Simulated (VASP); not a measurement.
# P (Fm-3m) in VASP: a series of runs, part 2 of 2

VASP 6.6.1. Earlier steps stand in the parts before.

**3. Single point, PBEsol**

This run uses another cell than the first one, of 13.94 Å³/atom, 0.916 times its volume.

File INCAR:

```
PREC     = Accurate       # precision mode
ENCUT    = 520            # plane-wave cutoff, eV
EDIFF    = 1E-6           # SCF threshold, eV
ISMEAR   = -1             # smearing method
SIGMA    = 0.1            # smearing width, eV
LREAL    = F              # projectors in reciprocal space
LASPH    = T              # aspherical terms in the spheres
NELM     = 100            # most SCF steps
ALGO     = Normal         # electronic algorithm
ISIF     = 2              # what is computed and relaxed
LWAVE    = F              # write WAVECAR
LCHARG   = T              # write CHGCAR
GGA      = PS             # functional
LELF     = T              # ELF
LVHAR    = T            
NBANDS   = 8              # bands
```

File KPOINTS:

```
Automatic mesh
0
Gamma
  23 23 23
```

File POSCAR:

```
P
1.0
    0.0000000000      1.9103657965      1.9103657965
    1.9103657965      0.0000000000      1.9103657965
    1.9103657965      1.9103657965      0.0000000000
P
1
Direct
    0.0000000000      0.0000000000      0.0000000000
```

Potentials or basis: VASP PAW PBE potentials, release 64 (P).

Command:

```bash
> cat potpaw_PBE.64/P/POTCAR > POTCAR
> mpirun -np 1 vasp_std > vasp.out
```

OUTCAR:

```text
PREC = Accurate
   ENCUT = 520
   EDIFF = 1E-6
   ISMEAR = -1
   LREAL = F
   LASPH = T
   NELM = 100
   ISIF = 2
   GGA = PS

 ion  position               nearest neighbor table
   1  0.000  0.000  0.000-

  LATTYP: Found a face centered cubic cell.
 ALAT       =     3.8207315930

  Lattice vectors:

 A1 = (   0.0000000000,   1.9103657965,   1.9103657965)
 A2 = (   1.9103657965,   0.0000000000,   1.9103657965)
 A3 = (   1.9103657965,   1.9103657965,   0.0000000000)

Analysis of symmetry for initial positions (statically):
=====================================================================
 Subroutine PRICEL returns:
 Original cell was already a primitive cell.

 Routine SETGRP: Setting up the symmetry group for a
 face centered cubic supercell.

 Subroutine GETGRP returns: Found 48 space group operations
 (whereof 48 operations were pure point group operations)
 out of a pool of 48 trial point group operations.

The static configuration has the point symmetry O_h .

Analysis of symmetry for dynamics (positions and initial velocities):
=====================================================================
 Subroutine PRICEL returns:
 Original cell was already a primitive cell.

 Routine SETGRP: Setting up the symmetry group for a
 face centered cubic supercell.

 Subroutine GETGRP returns: Found 48 space group operations
 (whereof 48 operations were pure point group operations)
 out of a pool of 48 trial point group operations.

The dynamic configuration has the point symmetry O_h .

 Subroutine INISYM returns: Found 48 space group operations
 (whereof 48 operations are pure point group operations),
 and found     1 'primitive' translations

----------------------------------------------------------------------------------------

                                     Primitive cell

  volume of cell :      13.9438

  direct lattice vectors                    reciprocal lattice vectors
     0.000000000  1.910365797  1.910365797    -0.261729979  0.261729979  0.261729979
     1.910365797  0.000000000  1.910365797     0.261729979 -0.261729979  0.261729979
     1.910365797  1.910365797  0.000000000     0.261729979  0.261729979 -0.261729979

  length of vectors
     2.701665219  2.701665219  2.701665219     0.453329622  0.453329622  0.453329622

  position of ions in fractional coordinates (direct lattice)
     0.000000000  0.000000000  0.000000000

  ion indices of the primitive-cell ions
   primitive index   ion index
                 1           1

----------------------------------------------------------------------------------------

 KPOINTS: Automatic mesh

Automatic generation of k-mesh.
 Grid dimensions read from file:
 generate k-points for:   23   23   23

 Generating k-lattice:

  Cartesian coordinates                     Fractional coordinates (reciprocal lattice)
    -0.011379564  0.011379564  0.011379564     0.043478261  0.000000000  0.000000000
     0.011379564 -0.011379564  0.011379564     0.000000000  0.043478261  0.000000000
     0.011379564  0.011379564 -0.011379564     0.000000000  0.000000000  0.043478261

  Length of vectors
     0.019709984  0.019709984  0.019709984

  Shift w.r.t. Gamma in fractional coordinates (k-lattice)
     0.000000000  0.000000000  0.000000000

 Subroutine IBZKPT returns following result:
 ===========================================

 Found    364 irreducible k-points:

 Following reciprocal coordinates:
            Coordinates               Weight
  0.000000  0.000000  0.000000      1.000000
  0.043478  0.000000  0.000000      8.000000
  0.086957  0.000000  0.000000      8.000000
  0.130435  0.000000  0.000000      8.000000
  0.173913  0.000000  0.000000      8.000000
  0.217391  0.000000  0.000000      8.000000
[... 16 lines left out ...]
  0.478261  0.043478  0.000000     24.000000
 -0.478261  0.043478  0.000000     24.000000
 [... further k-points ...]
   k-points           NKPTS =    364   k-points in BZ     NKDIM =    364   number of bands    NBANDS=      8
   number of dos      NEDOS =    301   number of ions     NIONS =      1
   total plane-waves  NPLWV =   8000
   dimension x,y,z NGX =    20 NGY =   20 NGZ =   20
   dimension x,y,z NGXF=    40 NGYF=   40 NGZF=   40
   ions per type =               1
   NGX,Y,Z   is equivalent  to a cutoff of  12.31, 12.31, 12.31 a.u.
   NGXF,Y,Z  is equivalent  to a cutoff of  24.61, 24.61, 24.61 a.u.
 SYSTEM =  unknown system
   PREC   = accura    normal or accurate (medium, high low for compatibility)
   ISTART =      0    job   : 0-new  1-cont  2-samecut
   ICHARG =      2    charge: 1-file 2-atom 10-const
   ISPIN  =      1    spin polarized calculation?
   LNONCOLLINEAR =      F non collinear calculations
   LSORBIT =      F    spin-orbit coupling
   LASPH  =      T    aspherical Exc in radial PAW
   ENCUT  =  520.0 eV  38.22 Ry    6.18 a.u.   5.02  5.02  5.02*2*pi/ulx,y,z
   NELM   =    100;   NELMIN=  2; NELMDL= -5     # of ELM steps
   EDIFF  = 0.1E-05   stopping-criterion for ELM
   LREAL  =      F    real-space projection
   EDIFFG = 0.1E-04   stopping-criterion for IOM
   NSW    =      0    number of steps for IOM
   IBRION =     -1    ionic relax: 0-MD 1-quasi-New 2-CG
   NFREE  =      0    steps in history (QN), initial steepest desc. (CG)
   ISIF   =      2    stress and relaxation
   ISYM   =      2    0-nonsym 1-usesym 2-fastsym
   POTIM  = 0.5000    time-step for ionic-motion
   TEBEG  =    0.0;   TEEND  =   0.0 temperature during run
   PSTRESS=    0.0 pullay stress
   NELECT =       5.0000    total number of electrons
   NUPDOWN=      -1.0000    fix difference up-down
   EMIN   =  10.00;   EMAX   =-10.00  energy-range for DOS
   EFERMI =   0.00;   METHOD = LEGACY
   ISMEAR =    -1;   SIGMA  =   0.10  broadening in eV -4-tet -1-fermi 0-gaus
   EFERMI_NEDOS =   21; number of points for ismear=-14 and -15
   IALGO  =     38    algorithm
   IMIX   =      4    mixing-type and parameters
     AMIX     =   0.40;   BMIX     =  1.00
     AMIX_MAG =   1.60;   BMIX_MAG =  1.00
  volume/ion in A,a.u.               =      13.94        94.10
  Fermi-wavevector in a.u.,A,eV,Ry     =   1.163068  2.197879 18.404959  1.352726
  Thomas-Fermi vector in A             =   2.299622
   LORBIT       =      0    0 simple, 1 ext, 2 COOP (PROOUT), +10 PAW based schemes
   GGA     = PS    functional components
   LHFCALC =     F    Hartree Fock is set to
   AEXX    =    0.0000 exact exchange contribution
   IVDW    =     0    specifies the selected vdW correction
   LEPSILON=     F    determine dielectric tensor
   LRPA    =     F    only Hartree local field effects (RPA)
 non-spin polarized calculation
  energy-cutoff  :      520.00
  volume of cell :       13.94
 maximum number of plane-waves:       388
   NGX =  9   NGY =  9   NGZ =  9

 number of electron       4.9999999 magnetization

 Free energy of the ion-electron system (eV)
  ---------------------------------------------------
  ext. energy  EPLUGINS =         0.00000000
  ---------------------------------------------------
  free energy    TOTEN  =        -5.06053398 eV

  energy without entropy =       -5.04538090  energy(sigma->0) =       -5.05295744

 E-fermi :  10.3466     XC(G=0): -11.7302

 val. band max:       10.3380487648   @ k =  -0.3478   0.4348   0.0870
 cond. band min:      10.3972747486   @ k =   0.3478   0.3043   0.0435
 fundamental gap:      0.0592259838
 Fermi energy:        10.3465957368

 k-point     1 :       0.0000    0.0000    0.0000
  band No.  band energies     occupation
      1      -6.4383      2.00000
      2      17.5441      0.00000
      3      17.5441      0.00000
      4      17.5441      0.00000
      5      21.8948      0.00000
      6      21.8948      0.00000
      7      21.8948      0.00000
      8      28.2814      0.00000

 k-point     2 :       0.0435    0.0000    0.0000
  band No.  band energies     occupation
      1      -6.3837      2.00000
      2      17.0276      0.00000
      3      17.4502      0.00000
      4      17.4502      0.00000
      5      21.9779      0.00000
      6      22.0469      0.00000
      7      22.0469      0.00000
      8      28.1711      0.00000
[... 221 lines left out ...]
 k-point    23 :       0.4783    0.0435    0.0000
  band No.  band energies     occupation
      1      -0.6052      2.00000
      2       2.4211      2.00000
      3      15.1224      0.00000
      4      15.2106      0.00000
      5      20.5884      0.00000
      6      21.2926      0.00000
      7      21.7354      0.00000
      8      27.1532      0.00000

 k-point    24 :      -0.4783    0.0435    0.0000
  band No.  band energies     occupation
      1      -0.2569      2.00000
      2       2.0075      2.00000
      3      14.9845      0.00000
      4      15.3228      0.00000
      5      20.6760      0.00000
      6      21.1248      0.00000
      7      21.7115      0.00000
      8      27.1049      0.00000

 [... further k-points ...]
[... 5 lines left out ...]
  --------------------------------------------------------------------------------------
  -------------------------------------------------------------------------------------
  Total        0.0209905      0.0209905      0.0209905      0.0000000      0.0000000     -0.0000000
  in kB        2.4118742      2.4118742      2.4118742      0.0000000      0.0000000     -0.0000000
  external PRESSURE =       2.4118742 kB  Pullay stress =       0.0000000 kB

 VOLUME and BASIS-vectors are now :
 -----------------------------------------------------------------------------
  energy-cutoff  :      520.00
  volume of cell :       13.94
      direct lattice vectors                 reciprocal lattice vectors
     0.000000000  1.910365797  1.910365797    -0.261729979  0.261729979  0.261729979
     1.910365797  0.000000000  1.910365797     0.261729979 -0.261729979  0.261729979
     1.910365797  1.910365797  0.000000000     0.261729979  0.261729979 -0.261729979

 POSITION                                       TOTAL-FORCE (eV/Angst)
 -----------------------------------------------------------------------------------
      0.00000      0.00000      0.00000        -0.000000      0.000000     -0.000000
 -----------------------------------------------------------------------------------
    total drift:                                0.000000      0.000000     -0.000000

  FREE ENERGIE OF THE ION-ELECTRON SYSTEM (eV)
  ---------------------------------------------------
  free  energy   TOTEN  =        -5.0605339753 eV

  energy  without entropy=       -5.0453808978  energy(sigma->0) =       -5.05295744
```

Run time: 16 s. Hardware: 1 thread of Intel Xeon 6975P-C, shared host; peak memory 0.14 GiB.

What came out:

```yaml
Free_energy: -5.0605 eV
Pressure: 0.2 GPa
```

Caveat: the PAW data sets were made with another functional, which shifts forces and pressure a little.
